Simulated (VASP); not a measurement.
The system is KF.

```
CELL_PARAMETERS angstrom
0.00000 2.63574 2.63574
2.63574 0.00000 2.63574
2.63574 2.63574 0.00000
ATOMIC_POSITIONS crystal
K 0.00000 0.00000 0.00000
F 0.50000 0.50000 0.50000
```

Base run:

* Program: VASP 6.6.1
* Functional: PBEsol
* Potentials or basis: VASP PAW PBE potentials, release 64 (K_sv, F)
* Cutoff: 520 eV
* k mesh: 9 × 9 × 9
* Occupations: fermi-dirac, width 0.05 eV
* Spin: no spin polarisation

Its results: band gap on the k mesh 6.24 eV; pressure 0.8 GPa.

**Question.** The run is repeated on the same cell with these changes: functional from PBEsol to r2SCAN. What comes out?

**Answer.** Band gap on the k mesh 7.05 eV; pressure 1.0 GPa.

Caveats: the PAW data sets were made with another functional, which shifts forces and pressure a little; an odd mesh through Γ misses points on the zone boundary, where band edges can lie.
